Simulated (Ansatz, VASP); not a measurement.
# LuSc4Se3 in VASP and in Ansatz

```
Lu Sc Se
1.0
     5.63642    0.00000    0.00000
     0.00000    5.63642    0.00000
     0.00000    0.00000    5.63642
Lu Sc Se
1 4 3
Direct
  0.00000 0.00000 0.00000
  0.50000 0.00000 0.00000
  0.00000 0.50000 0.00000
  0.00000 0.00000 0.50000
  0.50000 0.50000 0.50000
  0.00000 0.50000 0.50000
  0.50000 0.00000 0.50000
  0.50000 0.50000 0.00000
```

Alike in both runs: task single point; functional PBE; k mesh 4 × 4 × 4; occupations gaussian, width 0.1 eV; collinear spin.

```csv
,VASP,Ansatz
version,VASP 6.6.1,Ansatz 0.2.0
potentials or method,"VASP PAW PBE potentials, release 64 (Lu, Sc_sv, Se), cutoff 520 eV","scalar-relativistic, plane waves, PAW"
valence electrons in the cell,87,117
```

|  | VASP | Ansatz | Ansatz less VASP |
| --- | --- | --- | --- |
| gap on the k mesh at the Fermi level (eV) | none | none | - |
| pressure (GPa) | 0.4 | 0.2 | -0.18 |
| net moment per atom (μB) | 0.00 | 0.00 | 0.000 |

A gap of «none» marks a metal or a gap that the smearing closes. The functional is the same, so the differences come from potentials, cutoffs and numerics. VASP's potentials hold 87 valence electrons a cell and Ansatz's 117, so a difference there can come from the potentials and not from the codes. Ansatz's warnings: seeded moment not kept.

Spin-orbit coupling is off throughout.
